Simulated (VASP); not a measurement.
A run of VASP 6.6.1:

File INCAR:

```
  PREC = Accurate
  ENCUT = 600
  EDIFF = 1E-6
  ISMEAR = 0
  SIGMA = 0.1
  LREAL = False
  LASPH = True
  NELM = 100
  ALGO = Normal
  ISIF = 3
  LWAVE = False
  LCHARG = False
  GGA = PE
  IBRION = 2
  NSW = 90
  EDIFFG = -0.04
```

Contents of KPOINTS:

```
Automatic mesh
0
Gamma
  6 6 4
```

Contents of POSCAR:

```
ZrC2
1.0
    3.3755395700      0.0000000000      0.0000000000
   -1.6877697800      2.9233030200      0.0000000000
    0.0000000000      0.0000000000      5.2320863300
Zr C
1 2
Direct
    0.0000000000      0.0000000000      0.0000000000
    0.3333333300      0.6666666700      0.2500000000
    0.6666666700      0.3333333300      0.7500000000
```

Potentials or basis: VASP PAW PBE potentials, release 64 (Zr_sv, C).

Launch:

```console
$ cat potpaw_PBE.64/Zr_sv/POTCAR potpaw_PBE.64/C/POTCAR > POTCAR
$ mpirun -np 1 vasp_std > vasp.out
```

Hardware: 1 thread of AMD EPYC 9R45 96-Core Processor (Zen 5), with other jobs on the host.

Q: How long does it take, and how much memory?

A: Run time: 4.5 min on 1 thread of AMD EPYC 9R45 96-Core Processor (Zen 5), with other jobs on the host, peak memory 0.17 GiB. Counts: scf iterations 348, k points 24, ion steps 44.
